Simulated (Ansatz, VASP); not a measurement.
FeS2 in VASP and in Ansatz

```
Fe S
1.0
     5.50654    0.00000    0.00000
     0.00000    5.50654    0.00000
     0.00000    0.00000    5.50654
Fe S
4 8
Cartesian
  0.0000 0.0000 0.0000
  2.7533 0.0000 2.7533
  2.7533 2.7533 0.0000
  0.0000 2.7533 2.7533
  2.1426 2.1426 2.1426
  0.6107 3.3640 4.8958
  4.8958 0.6107 3.3640
  3.3640 4.8958 0.6107
  3.3640 3.3640 3.3640
  4.8958 2.1426 0.6107
  0.6107 4.8958 2.1426
  2.1426 0.6107 4.8958
```

Alike in both runs: task single point; functional PBE; k mesh 4 × 4 × 4; occupations gaussian, width 0.05 eV; collinear spin; Hubbard terms Fe d U = 4.0 eV.

```csv
,VASP,Ansatz
version,VASP 6.6.1,Ansatz 0.2.0
potentials or method,"VASP PAW PBE potentials, release 64 (Fe, S), cutoff 600 eV","scalar-relativistic, plane waves, PAW"
valence electrons in the cell,80,112
```

VASP gave:

```
pressure (GPa)                                                : 16.9
traceless stress, the component that is largest in VASP (GPa) : 0.11
rms of the force components (eV/Å)                            : 0.261
net moment per atom (μB)                                      : 0.50
size of the moment on the site where the two differ most (μB) : 2.85
```

What did Ansatz give for the same quantities?

Pressure (GPa): 0.0; traceless stress, the component that is largest in VASP (GPa): 0.00; rms of the force components (eV/Å): 0.000; net moment per atom (μB): 0.00; size of the moment on the site where the two differ most (μB): 0.00.

The net moments are unlike, so the other rows may belong to different states. Site moments also hang on the region over which each program counts them. The programs project onto different local orbitals, so the same U acts differently, and such runs can settle in different states. Atom by atom the forces differ by 0.261 eV/Å (rms over components). VASP's potentials hold 80 valence electrons a cell and Ansatz's 112, so a difference there can come from the potentials and not from the codes. Ansatz's warnings: seeded moment not kept.
